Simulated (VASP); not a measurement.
# Al19Cu in VASP: single point with PBE+D3(BJ)

Aim: the single point of Al19Cu with PBE+D3(BJ).

Program: VASP 6.6.1. These are calculated values, not measurements. Logs are shortened: lines on timing, memory, paths and dates and some standing lists are left out, and cuts for length are marked.

## Step 1: The cell of the first run

The cell holds a slab with vacuum, 20 atoms: a = 5.715 Å, b = 5.715 Å, c = 21.332 Å, α = 90.00°, β = 90.00°, γ = 120.00°.

## Step 2: Single point, PBE+D3(BJ)

The input, INCAR:

```
SYSTEM = Al19Cu
PREC = Accurate ; ENCUT = 520
EDIFF = 1E-6 ; ISMEAR = 1
SIGMA = 0.1 ; LREAL = .False.
LASPH = .True. ; NELM = 120
ALGO = Normal ; ISIF = 2
LWAVE = .False. ; LCHARG = .False.
LDIPOL = .True. ; IDIPOL = 3
DIPOL = 0.5 0.5 0.500 ; GGA = PE
IVDW = 12 ; NBANDS = 50
GGA_COMPAT = .False. ; NELMDL = -8
```

The input, KPOINTS:

```
Automatic mesh
0
Gamma
  9 9 1
  0 0 0
```

The input, POSCAR:

```
Al19Cu
1.0
    5.7145624455      0.0000000290      0.0000000000
   -2.8572812479      4.9489562348      0.0000000000
    0.0000000000      0.0000000000     21.3318491085
Al Cu
19 1
Direct
    0.0001501228      0.0000750614      0.2830141717
    0.0000000000      0.5000000000      0.2832527978
    0.4999249386      1.0000750614      0.2830141717
    0.4999249386      0.4998498772      0.2830141717
    0.3333333333      0.1666666667      0.3937877330
    0.3328342411      0.6664171205      0.3930088751
    0.8335828795      0.1671657589      0.3930088751
    0.8335828795      0.6664171205      0.3930088751
    0.6699400050      0.3349700025      0.5022229221
    0.6666666667      0.8333333333      0.5000169659
    0.1650299975      0.3349700025      0.5022229221
    0.1650299975      0.8300599950      0.5022229221
    0.0004968891      0.0002484446      0.6077582155
    0.4997515554      0.4995031109      0.6077582155
    0.4997515554      0.0002484446      0.6077582155
    0.3278325253      0.6639162627      0.7141184750
    0.3333333333      0.1666666667      0.7180380342
    0.8360837373      0.6639162627      0.7141184750
    0.8360837373      0.1721674747      0.7141184750
    0.0000000000      0.5000000000      0.6045176428
```

Potentials or basis: VASP PAW PBE potentials, release 64 (Al, Cu).

Command:

```
> cat potpaw_PBE.64/Al/POTCAR potpaw_PBE.64/Cu/POTCAR > POTCAR
> mpirun -np 1 vasp_std > vasp.out
```

OUTCAR:

```text
SYSTEM = Al19Cu
   PREC = Accurate
   ENCUT = 520
   EDIFF = 1E-6
   ISMEAR = 1
   LREAL = .False.
   LASPH = .True.
   NELM = 120
   ISIF = 2
   GGA = PE
   IVDW = 12
   NELMDL = -8
 IVDW          = 12

 ion  position               nearest neighbor table
   1  0.000  0.000  0.283-   4 2.86   3 2.86   2 2.86   2 2.86   4 2.86   3 2.86   7 2.87   8 2.87
                             5 2.88
   2  0.000  0.500  0.283-   3 2.86   3 2.86   4 2.86   4 2.86   1 2.86   1 2.86   8 2.86   6 2.86
                             7 2.86
   3  0.500  0.000  0.283-   1 2.86   4 2.86   2 2.86   2 2.86   1 2.86   4 2.86   7 2.87   6 2.87
                             5 2.88
   4  0.500  0.500  0.283-   1 2.86   3 2.86   2 2.86   2 2.86   1 2.86   3 2.86   6 2.87   8 2.87
                             5 2.88
   5  0.333  0.167  0.394-  11 2.85   9 2.85  12 2.85   7 2.86   6 2.86   8 2.86   8 2.86   7 2.86
                             6 2.86   1 2.88   4 2.88   3 2.88
   6  0.333  0.666  0.393-  10 2.82  11 2.85  12 2.85   7 2.85   8 2.85   5 2.86   5 2.86   7 2.86
                             8 2.86   2 2.86   4 2.87   3 2.87
   7  0.834  0.167  0.393-  10 2.82  11 2.85   9 2.85   6 2.85   8 2.85   5 2.86   5 2.86   6 2.86
                             8 2.86   2 2.86   1 2.87   3 2.87
   8  0.834  0.666  0.393-  10 2.82  12 2.85   9 2.85   6 2.85   7 2.85   5 2.86   5 2.86   6 2.86
                             7 2.86   2 2.86   4 2.87   1 2.87
   9  0.670  0.335  0.502-  20 2.73  15 2.80  14 2.80  12 2.83  11 2.83   8 2.85   7 2.85   5 2.85
[... 9 lines left out ...]
  14  0.500  0.500  0.608-  11 2.80   9 2.80  18 2.81  16 2.81  10 2.83  13 2.85  15 2.85  20 2.86
                            20 2.86  13 2.86  15 2.86  17 2.87
  15  0.500  0.000  0.608-  12 2.80   9 2.80  19 2.81  16 2.81  10 2.83  13 2.85  14 2.85  20 2.86
                            20 2.86  13 2.86  14 2.86  17 2.87
  16  0.328  0.664  0.714-  19 2.81  18 2.81  15 2.81  14 2.81  20 2.85  17 2.86  17 2.86  19 2.90
                            18 2.90
  17  0.333  0.167  0.718-  18 2.86  18 2.86  19 2.86  19 2.86  16 2.86  16 2.86  13 2.87  14 2.87
                            15 2.87
  18  0.836  0.664  0.714-  16 2.81  19 2.81  14 2.81  13 2.81  20 2.85  17 2.86  17 2.86  16 2.90
                            19 2.90
  19  0.836  0.172  0.714-  16 2.81  18 2.81  15 2.81  13 2.81  20 2.85  17 2.86  17 2.86  16 2.90
                            18 2.90
  20  0.000  0.500  0.605-   9 2.73  12 2.73  11 2.73  16 2.85  19 2.85  18 2.85  14 2.86  13 2.86
                            15 2.86  15 2.86  14 2.86  13 2.86

  LATTYP: Found a hexagonal cell.
 ALAT       =     5.7145624455
 C/A-ratio  =     3.7328928176

  Lattice vectors:

 A1 = (   5.7145624455,   0.0000000290,   0.0000000000)
 A2 = (  -2.8572812479,   4.9489562348,   0.0000000000)
 A3 = (   0.0000000000,   0.0000000000,  21.3318491085)

Analysis of symmetry for initial positions (statically):
=====================================================================
 Subroutine PRICEL returns:
 Original cell was already a primitive cell.

 Routine SETGRP: Setting up the symmetry group for a
 hexagonal supercell.

 Subroutine GETGRP returns: Found  6 space group operations
 (whereof  2 operations were pure point group operations)
 out of a pool of 24 trial point group operations.

The static configuration has the point symmetry C_1h.
 The point group associated with its full space group is C_3v.

Analysis of symmetry for dynamics (positions and initial velocities):
=====================================================================
 Subroutine PRICEL returns:
 Original cell was already a primitive cell.

 Routine SETGRP: Setting up the symmetry group for a
 hexagonal supercell.

 Subroutine GETGRP returns: Found  6 space group operations
 (whereof  2 operations were pure point group operations)
 out of a pool of 24 trial point group operations.

The dynamic configuration has the point symmetry C_1h.
 The point group associated with its full space group is C_3v.

 Subroutine INISYM returns: Found  6 space group operations
 (whereof  2 operations are pure point group operations),
 and found     1 'primitive' translations

----------------------------------------------------------------------------------------

                                     Primitive cell

  volume of cell :     603.2886

  direct lattice vectors                    reciprocal lattice vectors
     5.714562446  0.000000029  0.000000000     0.174991525  0.101031405  0.000000000
    -2.857281248  4.948956235  0.000000000    -0.000000001  0.202062809  0.000000000
[... 70 lines left out ...]

 Subroutine IBZKPT returns following result:
 ===========================================

 Found     12 irreducible k-points:

 Following reciprocal coordinates:
            Coordinates               Weight
  0.000000  0.000000  0.000000      1.000000
  0.111111  0.000000  0.000000      6.000000
  0.222222  0.000000  0.000000      6.000000
  0.333333  0.000000  0.000000      6.000000
  0.444444  0.000000  0.000000      6.000000
  0.111111  0.111111  0.000000      6.000000
  0.222222  0.111111  0.000000     12.000000
  0.333333  0.111111  0.000000     12.000000
  0.444444  0.111111  0.000000      6.000000
  0.222222  0.222222  0.000000      6.000000
  0.333333  0.222222  0.000000     12.000000
  0.333333  0.333333  0.000000      2.000000
   k-points           NKPTS =     12   k-points in BZ     NKDIM =     12   number of bands    NBANDS=     50
   number of dos      NEDOS =    301   number of ions     NIONS =     20
   total plane-waves  NPLWV = 368640
   dimension x,y,z NGX =    48 NGY =   48 NGZ =  160
   dimension x,y,z NGXF=    96 NGYF=   96 NGZF=  320
   ions per type =              19   1
   NGX,Y,Z   is equivalent  to a cutoff of  13.96, 13.96, 12.47 a.u.
   NGXF,Y,Z  is equivalent  to a cutoff of  27.93, 27.93, 24.94 a.u.
 SYSTEM =  Al19Cu
   PREC   = accura    normal or accurate (medium, high low for compatibility)
   ISTART =      0    job   : 0-new  1-cont  2-samecut
   ICHARG =      2    charge: 1-file 2-atom 10-const
   ISPIN  =      1    spin polarized calculation?
   LNONCOLLINEAR =      F non collinear calculations
   LSORBIT =      F    spin-orbit coupling
   LASPH  =      T    aspherical Exc in radial PAW
   ENCUT  =  520.0 eV  38.22 Ry    6.18 a.u.  10.63 10.63 39.66*2*pi/ulx,y,z
   NELM   =    120;   NELMIN=  2; NELMDL= -8     # of ELM steps
   EDIFF  = 0.1E-05   stopping-criterion for ELM
   LREAL  =      F    real-space projection
   EDIFFG = 0.1E-04   stopping-criterion for IOM
   NSW    =      0    number of steps for IOM
   IBRION =     -1    ionic relax: 0-MD 1-quasi-New 2-CG
   NFREE  =      0    steps in history (QN), initial steepest desc. (CG)
   ISIF   =      2    stress and relaxation
   ISYM   =      2    0-nonsym 1-usesym 2-fastsym
   POTIM  = 0.5000    time-step for ionic-motion
   TEBEG  =    0.0;   TEEND  =   0.0 temperature during run
   PSTRESS=    0.0 pullay stress
   NELECT =      68.0000    total number of electrons
   NUPDOWN=      -1.0000    fix difference up-down
   EMIN   =  10.00;   EMAX   =-10.00  energy-range for DOS
   EFERMI =   0.00;   METHOD = LEGACY
   ISMEAR =     1;   SIGMA  =   0.10  broadening in eV -4-tet -1-fermi 0-gaus
   EFERMI_NEDOS =   21; number of points for ismear=-14 and -15
   IALGO  =     38    algorithm
   IMIX   =      4    mixing-type and parameters
     AMIX     =   0.40;   BMIX     =  1.00
     AMIX_MAG =   1.60;   BMIX_MAG =  1.00
  volume/ion in A,a.u.               =      30.16       203.56
  Fermi-wavevector in a.u.,A,eV,Ry     =   0.790805  1.494405  8.508711  0.625373
  Thomas-Fermi vector in A             =   1.896220
   LORBIT       =      0    0 simple, 1 ext, 2 COOP (PROOUT), +10 PAW based schemes
   GGA     = PE    functional components
   LHFCALC =     F    Hartree Fock is set to
   AEXX    =    0.0000 exact exchange contribution
   IVDW    =    12    specifies the selected vdW correction
   LEPSILON=     F    determine dielectric tensor
   LRPA    =     F    only Hartree local field effects (RPA)
 non-spin polarized calculation
 Methfessel and Paxton  Order N= 1 SIGMA  =   0.10
  energy-cutoff  :      520.00
  volume of cell :      603.29
 maximum number of plane-waves:     16297
 NGX is ok and might be reduce to    48
   NGX = 21   NGY = 21   NGZ = 79

 dipolmoment           0.000000      0.000000      0.000553 electrons x Angstroem

 number of electron      67.9999996 magnetization

 dipolmoment           0.000000      0.000000     -0.001629 electrons x Angstroem

 Free energy of the ion-electron system (eV)
  ---------------------------------------------------
  ext. energy  EPLUGINS =         0.00000000
  ---------------------------------------------------
  free energy    TOTEN  =       -72.00946494 eV

  energy without entropy =      -71.99996171  energy(sigma->0) =      -72.00629719

 E-fermi :   2.4856     XC(G=0):  -6.4255

 val. band max:        2.4744069962   @ k =   0.2222   0.2222   0.0000
 cond. band min:       2.5018333010   @ k =   0.1111   0.0000   0.0000
 fundamental gap:      0.0274263047
 Fermi energy:         2.4855794984

 k-point     1 :       0.0000    0.0000    0.0000
  band No.  band energies     occupation
      1      -8.3568      2.00000
      2      -7.5560      2.00000
      3      -6.5220      2.00000
      4      -4.9685      2.00000
      5      -3.0879      2.00000
      6      -2.6888      2.00000
[... 577 lines left out ...]
     45       5.1692      0.00000
     46       5.3474      0.00000
 [bands above 46 left out]

------------------------ aborting loop because EDIFF is reached ----------------------------------------

 vacuum level on the upper side and lower side of the slab       (xc-potential included)        -0.351        -0.352

 Edisp (eV)   -5.53652

 E8    (eV) :    -2.5333

  FORCE on cell =-STRESS in cart. coord.  units (eV):
  Direction    XX          YY          ZZ          XY          YZ          ZX
  --------------------------------------------------------------------------------------
  -------------------------------------------------------------------------------------
  Total     -11.55367   -11.55367    -4.37689     0.00000    -0.00000     0.00000
  in kB     -30.68354   -30.68354   -11.62389     0.00000    -0.00000     0.00000
  external pressure =      -24.33 kB  Pullay stress =        0.00 kB

 VOLUME and BASIS-vectors are now :
 -----------------------------------------------------------------------------
  energy-cutoff  :      520.00
  volume of cell :      603.29
      direct lattice vectors                 reciprocal lattice vectors
     5.714562446  0.000000029  0.000000000     0.174991525  0.101031405  0.000000000
    -2.857281248  4.948956235  0.000000000    -0.000000001  0.202062809  0.000000000
     0.000000000  0.000000000 21.331849108     0.000000000  0.000000000  0.046878261

 POSITION                                       TOTAL-FORCE (eV/Angst)
 -----------------------------------------------------------------------------------
      0.00064      0.00037      6.03722         0.000397      0.000229      0.091719
     -1.42864      2.47448      6.04231         0.000000     -0.000000      0.090943
      2.85664      0.00037      6.03722        -0.000397      0.000229      0.091719
      1.42864      2.47374      6.03722         0.000000     -0.000458      0.091719
      1.42864      0.82483      8.40022         0.000000     -0.000000      0.050583
     -0.00214      3.29807      8.38361        -0.001184     -0.000683      0.049871
[... 12 lines left out ...]
      4.28592      0.85205     15.23347         0.000000     -0.006293     -0.088642
     -1.42864      2.47448     12.89548         0.000000     -0.000000     -0.049714
 -----------------------------------------------------------------------------------
    total drift:                               -0.000002     -0.000003     -0.000915

  FREE ENERGIE OF THE ION-ELECTRON SYSTEM (eV)
  ---------------------------------------------------
  free  energy   TOTEN  =       -77.5459804084 eV

  energy  without entropy=      -77.5364771820  energy(sigma->0) =      -77.54281267

 vacuum level on the upper side and lower side of the slab         6.237         6.236
```

It took 32 min on 1 thread of AMD EPYC, shared host; peak memory 0.87 GiB.

What came out:

* Free energy: -77.5460 eV
* Largest force: 0.095 eV/Å
* Band gap on the k mesh: zero (bands 34 and 35 overlap by 1.91 eV)
* Dispersion energy per atom: -0.277 eV

Forces in eV/Å, atoms in the order of the input:
```
Al   0.000  0.000  0.092
Al   0.000  0.000  0.091
Al   0.000  0.000  0.092
Al   0.000  0.000  0.092
Al   0.000  0.000  0.051
Al  -0.001 -0.001  0.050
Al   0.000  0.001  0.050
Al   0.001 -0.001  0.050
Al  -0.003 -0.002 -0.005
Al   0.000  0.000  0.004
Al   0.003 -0.002 -0.005
Al   0.000  0.004 -0.005
Al  -0.001  0.000 -0.048
Al   0.000  0.001 -0.048
Al   0.001  0.000 -0.048
Al   0.005  0.003 -0.089
Al   0.000  0.000 -0.095
Al  -0.005  0.003 -0.089
Al   0.000 -0.006 -0.089
Cu   0.000  0.000 -0.050
```

Levels at points of the mesh, in eV from the Fermi level:
```tsv
k point	band 33	band 34	band 35	band 36	band 37	band 38
(0.00, 0.00, 0.00)	-1.19	-1.13	-1.13	-0.79	0.36	0.49
```
